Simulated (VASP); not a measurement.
Here is a VASP 6.6.1 calculation.

Contents of INCAR:

```
PREC     = Accurate       # precision mode
ENCUT    = 520            # plane-wave cutoff, eV
EDIFF    = 1E-7           # SCF threshold, eV
ISMEAR   = 0              # smearing method
SIGMA    = 0.02           # smearing width, eV
LREAL    = F              # projectors in reciprocal space
LASPH    = T              # aspherical terms in the spheres
NELM     = 60             # most SCF steps
ALGO     = Normal         # electronic algorithm
ISIF     = 2              # what is computed and relaxed
LWAVE    = F              # write WAVECAR
LCHARG   = F              # write CHGCAR
GGA      = PS             # functional
IVDW     = 12             # dispersion correction
NBANDS   = 35             # bands
```

The input KPOINTS:

```
regular mesh
0
Gamma
  12 12 4
```

File POSCAR:

```
WS2
1.0
    3.1295122021      0.0000000000      0.0000000000
   -1.5647561011      2.7102370685      0.0000000000
    0.0000000000      0.0000000000     12.0108767106
W S
2 4
Direct
    0.3333333333      0.6666666667      0.2500000000
    0.6666666667      0.3333333333      0.7500000000
    0.3333333333      0.6666666667      0.6192664524
    0.6666666667      0.3333333333      0.1192664524
    0.3333333333      0.6666666667      0.8807335476
    0.6666666667      0.3333333333      0.3807335476
```

Potentials or basis: VASP PAW PBE potentials, release 64 (W_sv, S).

The run is started by

```console
$ cat potpaw_PBE.64/W_sv/POTCAR potpaw_PBE.64/S/POTCAR > POTCAR
$ mpirun -np 1 vasp_std > vasp.out
```

Task: Predict the pressure.

Result: -1.6 GPa.

Task: Estimate the largest force.

Result: 0.020 eV/Å.

Task: What does it give for the band gap on the k mesh?

Result: 0.81 eV (least direct gap 1.89 eV).

Task: Predict the dispersion energy per atom.

Result: -0.403 eV.

Forces on the atoms (eV/Å):
```
W    0.000  0.000  0.000
W    0.000  0.000  0.000
S    0.000  0.000 -0.020
S    0.000  0.000 -0.020
S    0.000  0.000  0.020
S    0.000  0.000  0.020
```

Caveat: the PAW data sets were made with another functional, which shifts forces and pressure a little; spin-orbit coupling is left out, which moves the levels of the heavy elements. A k mesh can miss the band edges.
